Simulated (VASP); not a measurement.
A run of VASP 6.6.1:

File INCAR:

```
SYSTEM = Be
ALGO     = Normal         ! electronic algorithm
EDIFF    = 1E-7           ! SCF threshold, eV
ENCUT    = 520            ! plane-wave cutoff, eV
GGA      = PE             ! functional
ISIF     = 2              ! what is computed and relaxed
ISMEAR   = -1             ! smearing method
LASPH    = .TRUE.         ! aspherical terms in the spheres
LCHARG   = .TRUE.         ! write CHGCAR
LELF     = .TRUE.         ! ELF
LREAL    = .FALSE.        ! projectors in reciprocal space
LVHAR    = .TRUE.       
LWAVE    = .FALSE.        ! write WAVECAR
NBANDS   = 7              ! bands
NELM     = 60             ! most SCF steps
PREC     = Accurate       ! precision mode
SIGMA    = 0.1            ! smearing width, eV
```

KPOINTS

```
k-points
0
G
  28 28 28
  0 0 0
```

POSCAR

```
Be
1.0
    0.0000000000      1.5133143977      1.5133143977
    1.5133143977      0.0000000000      1.5133143977
    1.5133143977      1.5133143977      0.0000000000
Be
1
Direct
    0.0000000000      0.0000000000      0.0000000000
```

Potentials or basis: VASP PAW PBE potentials, release 64 (Be).

Launch:

```bash
$ cat potpaw_PBE.64/Be/POTCAR > POTCAR
$ mpirun -np 1 vasp_std > vasp.out
```

Hardware: 1 thread of Intel(R) Xeon(R) Platinum 8488C (Sapphire Rapids), on a shared host.

Q: How long does it take, and how much memory?

A: Wall time 8.6 s on 1 thread of Intel(R) Xeon(R) Platinum 8488C (Sapphire Rapids), on a shared host, peak memory 0.13 GiB. Counts: scf iterations 12, k points 624.
